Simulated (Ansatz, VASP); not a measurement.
**Two plane-wave programs on Ca**

INCAR

```
PREC = Accurate ; ENCUT = 520
EDIFF = 1E-7 ; ISMEAR = 0
SIGMA = 0.15 ; LREAL = False
LASPH = True ; NELM = 80
ALGO = Fast ; ISIF = 2
LWAVE = False ; LCHARG = False
NBANDS = 11
```

File KPOINTS:

```
regular mesh
0
Gamma
  14 14 14
```

Contents of POSCAR:

```
Ca
1.0
    3.2793369596      0.0000000000      0.0000000000
    0.0000000000      3.4886563400      0.0000000000
    0.0000000000      0.0000000000      3.4886563400
Ca
1
Direct
    0.0000000000      0.0000000000      0.0000000000
```

Input for Ansatz:

```yaml
crystal:
  lattice:
    - [3.2793369596, 0.0, 0.0]
    - [0.0, 3.48865634, 0.0]
    - [0.0, 0.0, 3.48865634]
  atoms:
    - { symbol: Ca, position: [0.0, 0.0, 0.0] }
basis:
  ecutwfc: 420
kpoints:
  mp_grid: { grid: [14, 14, 14] }
hamiltonian:
  xc: lda
scf:
  occupations: { method: gaussian, width: 0.15 }
output:
  forces: true
  stress: true
  eigenvalues: true
```

Change from the starting cell: strain -0.0600 x Voigt [1, 0, 0, 0, 0, 0], atoms carried along.

Alike in both runs: task single point; functional LDA; k mesh 14 × 14 × 14; occupations gaussian, width 0.15 eV; no spin polarisation.

|  | VASP | Ansatz |
| --- | --- | --- |
| version | VASP 6.6.1 | Ansatz 0.2.0 |
| potentials or method | VASP PAW LDA potentials, release 64 (Ca_sv), cutoff 520 eV | scalar-relativistic, plane waves, PAW |
| valence electrons in the cell | 10 | 10 |

|  | VASP | Ansatz | Ansatz less VASP |
| --- | --- | --- | --- |
| gap on the k mesh at the Fermi level (eV) | none | none | - |
| pressure (GPa) | -0.5 | -0.5 | +0.01 |
| traceless stress, the component that is largest in VASP (GPa) | 2.66 | 2.65 | -0.013 |

LDA's correlation is that of Perdew and Zunger in VASP and of Perdew and Wang (1992) in Ansatz. A gap of «none» marks a metal or a gap that the smearing closes.
